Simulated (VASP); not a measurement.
Crystal: Mg2PbN2.

```xyz
5
Lattice="3.6269 0.0000 0.0000 -1.8134 3.1410 0.0000 0.0000 0.0000 6.5659" Properties=species:S:1:pos:R:3 pbc="T T T"
Mg    1.8134    1.0470    0.9112
Mg    0.0000    2.0940    5.6547
Pb    0.0000    0.0000    3.2829
N     1.8134    1.0470    5.2360
N     0.0000    2.0940    1.3299
```

Base run:

- Program: VASP 6.6.1
- Functional: PBE
- Potentials or basis: VASP PAW PBE potentials, release 64 (Mg, Pb_d, N)
- Cutoff: 520 eV
- k mesh: 6 × 6 × 3
- Occupations: gaussian, width 0.01 eV
- Spin: no spin polarisation

Its results: band gap on the k mesh 0.63 eV (least direct gap 1.37 eV); pressure -0.4 GPa; largest force 0.005 eV/Å.

The run is repeated on the same cell with these changes: k mesh from 6 × 6 × 3 to 5 × 5 × 2. What comes out?

Band gap on the k mesh 0.24 eV; pressure -0.4 GPa; largest force 0.014 eV/Å.

Caveats: some runs use coarse meshes; spin-orbit coupling is left out, which moves the levels of the heavy elements; an odd mesh through Γ misses points on the zone boundary, where band edges can lie.
